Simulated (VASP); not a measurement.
# Ti (P6_3/mmc) in VASP: notebook

Ti is run at these levels: PBE; tasks: relaxation of cell and atoms.

All numbers are computed with VASP 6.6.1; they aren't measurements. Logs are shortened: lines on timing, memory, paths and dates and some standing lists are left out, and cuts for length are marked.

## (1) The cell of the first run

It takes space group P6_3/mmc (No. 194, hexagonal). The conventional cell has a = 2.920 Å, b = 2.920 Å, c = 4.768 Å, α = 90.00°, β = 90.00°, γ = 120.00°. Within 3.8 Å of Ti (site symmetry -6m2) lie 12 Ti at 2.92 Å.

## (2) Relaxation of cell and atoms, PBE, target pressure 20 GPa, at which the enthalpy is minimised

INCAR reads:

```
PREC = Accurate
ENCUT = 600
EDIFF = 1E-6
ISMEAR = -1
SIGMA = 0.05
LREAL = False
LASPH = True
NELM = 80
ALGO = Normal
ISIF = 3
LWAVE = False
LCHARG = False
GGA = PE
IBRION = 2
NSW = 80
EDIFFG = -0.01
PSTRESS = 200.0
```

KPOINTS reads:

```
Automatic mesh
0
Gamma
  8 8 4
```

POSCAR reads:

```
Ti
1.0
    2.9200000000      0.0000000000      0.0000000000
   -1.4600000000      2.5287941791      0.0000000000
    0.0000000000      0.0000000000      4.7683600000
Ti
2
Direct
    0.3333333333      0.6666666667      0.2500000000
    0.6666666667      0.3333333333      0.7500000000
```

Potentials or basis: VASP PAW PBE potentials, release 64 (Ti_sv).

Run with:

```console
> cat potpaw_PBE.64/Ti_sv/POTCAR > POTCAR
> mpirun -np 1 vasp_std > vasp.out
```

OUTCAR:

```text
PREC = Accurate
   ENCUT = 600
   EDIFF = 1E-6
   ISMEAR = -1
   LREAL = False
   LASPH = True
   NELM = 80
   ISIF = 3
   GGA = PE
   IBRION = 2
   NSW = 80
   EDIFFG = -0.01
   PSTRESS = 200.0

 ion  position               nearest neighbor table
   1  0.333  0.667  0.250-   2 2.92   2 2.92   2 2.92   2 2.92   2 2.92   2 2.92
   2  0.667  0.333  0.750-   1 2.92   1 2.92   1 2.92   1 2.92   1 2.92   1 2.92

  LATTYP: Found a hexagonal cell.
 ALAT       =     2.9200000000
 C/A-ratio  =     1.6330000000

  Lattice vectors:

 A1 = (   2.9200000000,   0.0000000000,   0.0000000000)
 A2 = (  -1.4600000000,   2.5287941791,   0.0000000000)
 A3 = (   0.0000000000,   0.0000000000,   4.7683600000)

Analysis of symmetry for initial positions (statically):
=====================================================================
 Subroutine PRICEL returns:
 Original cell was already a primitive cell.

 Routine SETGRP: Setting up the symmetry group for a
 hexagonal supercell.

 Subroutine GETGRP returns: Found 24 space group operations
 (whereof 12 operations were pure point group operations)
 out of a pool of 24 trial point group operations.

The static configuration has the point symmetry D_3d.
 The point group associated with its full space group is D_6h.

Analysis of symmetry for dynamics (positions and initial velocities):
=====================================================================
 Subroutine PRICEL returns:
 Original cell was already a primitive cell.

 Routine SETGRP: Setting up the symmetry group for a
 hexagonal supercell.

 Subroutine GETGRP returns: Found 24 space group operations
 (whereof 12 operations were pure point group operations)
 out of a pool of 24 trial point group operations.

The dynamic configuration has the point symmetry D_3d.
 The point group associated with its full space group is D_6h.

 Subroutine INISYM returns: Found 24 space group operations
 (whereof 12 operations are pure point group operations),
 and found     1 'primitive' translations

----------------------------------------------------------------------------------------

                                     Primitive cell

  volume of cell :      35.2099

  direct lattice vectors                    reciprocal lattice vectors
     2.920000000  0.000000000  0.000000000     0.342465753  0.197722695  0.000000000
    -1.460000000  2.528794179  0.000000000     0.000000000  0.395445390  0.000000000
     0.000000000  0.000000000  4.768360000     0.000000000  0.000000000  0.209715709

  length of vectors
     2.920000000  2.920000000  4.768360000     0.395445390  0.395445390  0.209715709

  position of ions in fractional coordinates (direct lattice)
     0.333333333  0.666666667  0.250000000
     0.666666667  0.333333333  0.750000000

  ion indices of the primitive-cell ions
   primitive index   ion index
                 1           1
                 2           2

----------------------------------------------------------------------------------------

 KPOINTS: Automatic mesh

Automatic generation of k-mesh.
 Grid dimensions read from file:
 generate k-points for:    8    8    4

 Generating k-lattice:

  Cartesian coordinates                     Fractional coordinates (reciprocal lattice)
     0.042808219  0.024715337  0.000000000     0.125000000  0.000000000  0.000000000
     0.000000000  0.049430674  0.000000000     0.000000000  0.125000000  0.000000000
     0.000000000  0.000000000  0.052428927     0.000000000  0.000000000  0.250000000

  Length of vectors
     0.049430674  0.049430674  0.052428927

  Shift w.r.t. Gamma in fractional coordinates (k-lattice)
     0.000000000  0.000000000  0.000000000

 Subroutine IBZKPT returns following result:
 ===========================================

 Found     30 irreducible k-points:

 Following reciprocal coordinates:
            Coordinates               Weight
  0.000000  0.000000  0.000000      1.000000
  0.125000  0.000000  0.000000      6.000000
  0.250000  0.000000  0.000000      6.000000
  0.375000  0.000000  0.000000      6.000000
  0.500000  0.000000  0.000000      3.000000
  0.125000  0.125000  0.000000      6.000000
[... 16 lines left out ...]
  0.250000  0.000000  0.500000      6.000000
  0.375000  0.000000  0.500000      6.000000
 [... further k-points ...]
   k-points           NKPTS =     30   k-points in BZ     NKDIM =     30   number of bands    NBANDS=     16
   number of dos      NEDOS =    301   number of ions     NIONS =      2
   total plane-waves  NPLWV =  23040
   dimension x,y,z NGX =    24 NGY =   24 NGZ =   40
   dimension x,y,z NGXF=    48 NGYF=   48 NGZF=   80
   ions per type =               2
   NGX,Y,Z   is equivalent  to a cutoff of  13.66, 13.66, 13.95 a.u.
   NGXF,Y,Z  is equivalent  to a cutoff of  27.33, 27.33, 27.89 a.u.
 SYSTEM =  unknown system
   PREC   = accura    normal or accurate (medium, high low for compatibility)
   ISTART =      0    job   : 0-new  1-cont  2-samecut
   ICHARG =      2    charge: 1-file 2-atom 10-const
   ISPIN  =      1    spin polarized calculation?
   LNONCOLLINEAR =      F non collinear calculations
   LSORBIT =      F    spin-orbit coupling
   LASPH  =      T    aspherical Exc in radial PAW
   ENCUT  =  600.0 eV  44.10 Ry    6.64 a.u.   5.83  5.83  9.52*2*pi/ulx,y,z
   NELM   =     80;   NELMIN=  2; NELMDL= -5     # of ELM steps
   EDIFF  = 0.1E-05   stopping-criterion for ELM
   LREAL  =      F    real-space projection
   EDIFFG = -.1E-01   stopping-criterion for IOM
   NSW    =     80    number of steps for IOM
   IBRION =      2    ionic relax: 0-MD 1-quasi-New 2-CG
   NFREE  =      1    steps in history (QN), initial steepest desc. (CG)
   ISIF   =      3    stress and relaxation
   ISYM   =      2    0-nonsym 1-usesym 2-fastsym
   POTIM  = 0.5000    time-step for ionic-motion
   TEBEG  =    0.0;   TEEND  =   0.0 temperature during run
   PSTRESS=  200.0 pullay stress
   NELECT =      24.0000    total number of electrons
   NUPDOWN=      -1.0000    fix difference up-down
   EMIN   =  10.00;   EMAX   =-10.00  energy-range for DOS
   EFERMI =   0.00;   METHOD = LEGACY
   ISMEAR =    -1;   SIGMA  =   0.05  broadening in eV -4-tet -1-fermi 0-gaus
   EFERMI_NEDOS =   21; number of points for ismear=-14 and -15
   IALGO  =     38    algorithm
   IMIX   =      4    mixing-type and parameters
     AMIX     =   0.40;   BMIX     =  1.00
     AMIX_MAG =   1.60;   BMIX_MAG =  1.00
  volume/ion in A,a.u.               =      17.60       118.80
  Fermi-wavevector in a.u.,A,eV,Ry     =   1.440755  2.722632 28.242631  2.075775
  Thomas-Fermi vector in A             =   2.559464
   LORBIT       =      0    0 simple, 1 ext, 2 COOP (PROOUT), +10 PAW based schemes
   GGA     = PE    functional components
   LHFCALC =     F    Hartree Fock is set to
   AEXX    =    0.0000 exact exchange contribution
   IVDW    =     0    specifies the selected vdW correction
   LEPSILON=     F    determine dielectric tensor
   LRPA    =     F    only Hartree local field effects (RPA)
 conjugate gradient relaxation of ions
 non-spin polarized calculation
  energy-cutoff  :      600.00
  volume of cell :       35.21
 maximum number of plane-waves:      1192
 NGX is ok and might be reduce to    24
   NGX = 11   NGY = 11   NGZ = 19

--------------------------------------- Ionic step        1  -------------------------------------------

 number of electron      23.9999999 magnetization

 Free energy of the ion-electron system (eV)
  ---------------------------------------------------
  ext. energy  EPLUGINS =         0.00000000
  ---------------------------------------------------
  free energy    TOTEN  =       -15.68137976 eV

  energy without entropy =      -15.66930186  energy(sigma->0) =      -15.67534081

------------------------ aborting loop because EDIFF is reached ----------------------------------------

  FORCE on cell =-STRESS in cart. coord.  units (eV):
  Direction    XX          YY          ZZ          XY          YZ          ZX
  --------------------------------------------------------------------------------------
  -------------------------------------------------------------------------------------
  Total       -0.1003622     -0.1003622     -0.8823426      0.0000000      0.0000000      0.0000000
  in kB       -4.5668363     -4.5668363    -40.1497142      0.0000000      0.0000000      0.0000000
  external PRESSURE =    -216.4277956 kB  Pullay stress =     200.0000000 kB
[... 97 lines left out ...]
  energy  without entropy=      -15.4550322918  energy(sigma->0) =      -15.46005913

  enthalpy is  TOTEN    =       -11.6713547590 eV   P V=        3.7937312039

[... ionic steps 4 to 7 ...]

--------------------------------------- Ionic step        8  -------------------------------------------

 number of electron      23.9999994 magnetization

 E-fermi :  10.0021     XC(G=0): -12.2013

 val. band max:        9.8494720947   @ k =   0.2500   0.2500   0.5000
 cond. band min:      10.0029930582   @ k =   0.3750   0.2500   0.2500
 fundamental gap:      0.1535209635
 Fermi energy:        10.0020767587

 k-point     1 :       0.0000    0.0000    0.0000
  band No.  band energies     occupation
      1     -46.6835      2.00000
      2     -46.4388      2.00000
      3     -23.4591      2.00000
      4     -22.4736      2.00000
      5     -22.4736      2.00000
      6     -22.3357      2.00000
[... 433 lines left out ...]
      3     -23.2336      2.00000
      4     -23.2336      2.00000
      5     -22.5946      2.00000
      6     -22.5946      2.00000
[... 8 lines left out ...]
     15      11.9300      0.00000
     16      11.9300      0.00000

 [... further k-points ...]
[... 5 lines left out ...]
  --------------------------------------------------------------------------------------
  -------------------------------------------------------------------------------------
  Total        3.8747640      3.8747640      3.8775880      0.0000000     -0.0000000      0.0000000
  in kB      206.6910395    206.6910395    206.8416836      0.0000000     -0.0000000      0.0000000
  external PRESSURE =       6.7412542 kB  Pullay stress =     200.0000000 kB
[... 63 lines left out ...]
--------------------------------------- Ionic step       10  -------------------------------------------

 number of electron      23.9999994 magnetization

 Free energy of the ion-electron system (eV)
  ---------------------------------------------------
  ext. energy  EPLUGINS =         0.00000000
  ---------------------------------------------------
  free energy    TOTEN  =       -15.44242570 eV

  energy without entropy =      -15.43279491  energy(sigma->0) =      -15.43761031

 E-fermi :   9.9578     XC(G=0): -12.1827

 val. band max:        9.8043488189   @ k =   0.2500   0.2500   0.5000
 cond. band min:       9.9587767440   @ k =   0.3750   0.2500   0.2500
 fundamental gap:      0.1544279251
 Fermi energy:         9.9577546355

 k-point     1 :       0.0000    0.0000    0.0000
  band No.  band energies     occupation
      1     -46.7324      2.00000
      2     -46.4910      2.00000
      3     -23.5025      2.00000
      4     -22.5278      2.00000
      5     -22.5278      2.00000
      6     -22.3916      2.00000
[... 433 lines left out ...]
      3     -23.2790      2.00000
      4     -23.2790      2.00000
      5     -22.6474      2.00000
      6     -22.6474      2.00000
[... 8 lines left out ...]
     15      11.8778      0.00000
     16      11.8778      0.00000

 [... further k-points ...]
[... 5 lines left out ...]
  --------------------------------------------------------------------------------------
  -------------------------------------------------------------------------------------
  Total        3.7600548      3.7600548      3.7643026      0.0000000     -0.0000000      0.0000000
  in kB      199.8212101    199.8212101    200.0469502      0.0000000     -0.0000000      0.0000000
  external PRESSURE =      -0.1035432 kB  Pullay stress =     200.0000000 kB
[... 21 lines left out ...]
  energy  without entropy=      -15.4327949119  energy(sigma->0) =      -15.43761031

  enthalpy is  TOTEN    =       -11.6790066133 eV   P V=        3.7634190903

 reached required accuracy - stopping structural energy minimisation
```

It took 80 s on 1 thread of AMD EPYC 9R45 (Zen 5), shared host; peak memory 0.14 GiB.

What came out:

* Free energy: -15.4424 eV
* Relaxed volume: 15.07 Å³/atom
* Relaxed cell: a = 2.803 Å, b = 2.803 Å, c = 4.431 Å, α = 90.00°, β = 90.00°, γ = 120.00°
* Space group after relaxing (to 0.05 Å): P6_3/mmc (No. 194)
* Energy change on relaxing (the enthalpy is what falls): +119.5 meV/atom
* Ionic steps: 10
* Pressure after relaxing: 20.0 GPa
* Band gap on the k mesh: zero (band 12 reaches 10.75 eV, above the bottom of band 13 at 9.78 eV)

Step by step:
| step | energy change (eV) | largest force (eV/Å) | pressure (GPa) | volume (Å³) |
| --- | --- | --- | --- | --- |
| 1 | 0.0000 | 0.0000 | -1.64 | 35.21 |
| 2 | 1.7504 | 0.0000 | 70.69 | 24.42 |
| 3 | 0.2163 | 0.0000 | 18.48 | 30.39 |
| 4 | 0.2462 | 0.0000 | 19.95 | 30.14 |
| 5 | 0.2583 | 0.0000 | 20.53 | 30.04 |
| 6 | 0.2533 | 0.0000 | 20.61 | 30.04 |
| 7 | 0.2532 | 0.0000 | 20.66 | 30.04 |
| 8 | 0.2533 | 0.0000 | 20.67 | 30.04 |
| 9 | 0.2205 | 0.0000 | 19.11 | 30.30 |
| 10 | 0.2390 | 0.0000 | 19.99 | 30.15 |

Final structure:
```cif
data_structure
_symmetry_space_group_name_H-M 'P 1'
_symmetry_Int_Tables_number 1
_cell_length_a 2.8030
_cell_length_b 2.8030
_cell_length_c 4.4307
_cell_angle_alpha 90.000
_cell_angle_beta 90.000
_cell_angle_gamma 120.000
_cell_volume 30.15
loop_
_atom_site_label
_atom_site_type_symbol
_atom_site_fract_x
_atom_site_fract_y
_atom_site_fract_z
_atom_site_occupancy
Ti1 Ti 0.33333 0.66667 0.25000 1
Ti2 Ti 0.66667 0.33333 0.75000 1
```

Caveat: the cell is relaxed towards a set pressure, so the enthalpy falls and the energy may rise.

## (3) Relaxation of cell and atoms, PBE, target pressure 40 GPa, at which the enthalpy is minimised

INCAR reads:

```
SYSTEM = Ti
  ALGO = Normal
  EDIFF = 1E-6
  EDIFFG = -0.01
  ENCUT = 600
  GGA = PE
  IBRION = 2
  ISIF = 3
  ISMEAR = -1
  LASPH = .True.
  LCHARG = .False.
  LREAL = .False.
  LWAVE = .False.
  NELM = 80
  NSW = 80
  PREC = Accurate
  PSTRESS = 400.0
  SIGMA = 0.05
```

KPOINTS reads:

```
k-points
0
Gamma
  8 8 4
  0 0 0
```

POSCAR is that of step 2.

Potentials or basis: VASP PAW PBE potentials, release 64 (Ti_sv).

Run with:

```console
> cat potpaw_PBE.64/Ti_sv/POTCAR > POTCAR
> mpirun -np 1 vasp_std > vasp.out
```

OUTCAR:

```text
SYSTEM = Ti
   EDIFF = 1E-6
   EDIFFG = -0.01
   ENCUT = 600
   GGA = PE
   IBRION = 2
   ISIF = 3
   ISMEAR = -1
   LASPH = .True.
   LREAL = .False.
   NELM = 80
   NSW = 80
   PREC = Accurate
   PSTRESS = 400.0

 ion  position               nearest neighbor table
   1  0.333  0.667  0.250-   2 2.92   2 2.92   2 2.92   2 2.92   2 2.92   2 2.92
   2  0.667  0.333  0.750-   1 2.92   1 2.92   1 2.92   1 2.92   1 2.92   1 2.92

  LATTYP: Found a hexagonal cell.
 ALAT       =     2.9200000000
 C/A-ratio  =     1.6330000000

  Lattice vectors:

 A1 = (   2.9200000000,   0.0000000000,   0.0000000000)
 A2 = (  -1.4600000000,   2.5287941791,   0.0000000000)
 A3 = (   0.0000000000,   0.0000000000,   4.7683600000)

Analysis of symmetry for initial positions (statically):
=====================================================================
[... 748 lines left out ...]
  energy  without entropy=      -15.1569767167  energy(sigma->0) =      -15.16233222

  enthalpy is  TOTEN    =        -8.0631239253 eV   P V=        7.1045638015

[... ionic steps 4 to 7 ...]

--------------------------------------- Ionic step        8  -------------------------------------------

 number of electron      24.0000004 magnetization

------------------------ aborting loop because EDIFF is reached ----------------------------------------
[... 71 lines left out ...]
--------------------------------------- Ionic step       10  -------------------------------------------

 number of electron      24.0000004 magnetization

 Free energy of the ion-electron system (eV)
  ---------------------------------------------------
  ext. energy  EPLUGINS =         0.00000000
  ---------------------------------------------------
  free energy    TOTEN  =       -14.93475416 eV

  energy without entropy =      -14.92249227  energy(sigma->0) =      -14.92862322

 E-fermi :  11.1394     XC(G=0): -12.6697

 val. band max:       11.1374261933   @ k =   0.3750   0.2500   0.2500
 cond. band min:      11.1704482032   @ k =   0.0000   0.0000   0.5000
 fundamental gap:      0.0330220100
 Fermi energy:        11.1394389533

 k-point     1 :       0.0000    0.0000    0.0000
  band No.  band energies     occupation
      1     -45.4555      2.00000
      2     -45.1135      2.00000
      3     -22.3769      2.00000
      4     -21.0878      2.00000
      5     -21.0878      2.00000
      6     -20.9048      2.00000
[... 480 lines left out ...]
  energy  without entropy=      -14.9224922743  energy(sigma->0) =      -14.92862322

  enthalpy is  TOTEN    =        -8.0990816587 eV   P V=        6.8356724971

 reached required accuracy - stopping structural energy minimisation
```

CONTCAR:

```text
Ti
   1.00000000000000
     2.7100659452653191   -0.0000000000000000    0.0000000000000000
    -1.3550329726326595    2.3469859546038969   -0.0000000000000000
     0.0000000000000000   -0.0000000000000000    4.3046861074607312
  Ti
     2
Direct
     0.3333333332999970    0.6666666667000030    0.2500000000000000
     0.6666666667000030    0.3333333332999970    0.7500000000000000

  0.00000000E+00  0.00000000E+00  0.00000000E+00
  0.00000000E+00  0.00000000E+00  0.00000000E+00
```

Wall time 80 s (1 thread of AMD EPYC 9R45 (Zen 5), shared host); peak memory 0.15 GiB.

Results:

* Free energy: -14.9348 eV
* Relaxed volume: 13.69 Å³/atom
* Relaxed cell: a = 2.710 Å, b = 2.710 Å, c = 4.305 Å, α = 90.00°, β = 90.00°, γ = 120.00°
* Space group after relaxing (to 0.05 Å): P6_3/mmc (No. 194)
* Energy change on relaxing (the enthalpy is what falls): +373.3 meV/atom
* Ionic steps: 10
* Pressure after relaxing: 40.0 GPa
* Band gap on the k mesh: zero (band 12 reaches 11.96 eV, above the bottom of band 13 at 11.02 eV)

The path:
```tsv
step	energy change (eV)	largest force (eV/Å)	pressure (GPa)	volume (Å³)
1	0.0000	0.0000	-1.64	35.21
2	8.7021	0.0000	255.86	16.66
3	0.5137	0.0000	31.15	28.46
4	0.7104	0.0000	38.32	27.55
5	0.7613	0.0000	40.16	27.34
6	0.7569	0.0000	40.29	27.34
7	0.7566	0.0000	40.34	27.34
8	0.7566	0.0000	40.34	27.34
9	0.7290	0.0000	39.39	27.45
10	0.7466	0.0000	39.99	27.38
```

Final structure:
```
Ti
1.0
     2.71007    0.00000    0.00000
    -1.35503    2.34699    0.00000
     0.00000    0.00000    4.30469
Ti
2
Direct
  0.33333 0.66667 0.25000
  0.66667 0.33333 0.75000
```

Levels at points of the mesh, in eV from the Fermi level:
```tsv
k point	band 8	band 9	band 10	band 11	band 12	band 13	band 14	band 15	band 16
(0.00, 0.00, 0.00)	-32.03	-6.70	-3.38	0.82	0.82	0.98	1.51	1.51	1.62
(0.50, 0.00, 0.00)	-32.18	-3.03	-2.70	-2.61	-0.24	0.45	0.83	1.51	4.40
(0.00, 0.00, 0.50)	-32.13	-4.52	-4.52	0.03	0.03	0.70	0.70	0.70	0.70
(0.50, 0.00, 0.50)	-32.35	-3.30	-3.30	-1.23	-1.23	2.14	2.14	2.17	2.17
```

Caveat: the cell is relaxed towards a set pressure, so the enthalpy falls and the energy may rise; the volume moved by over 15 % at a fixed basis, so the end points are rough.

(Continued in part 2 of 2.)
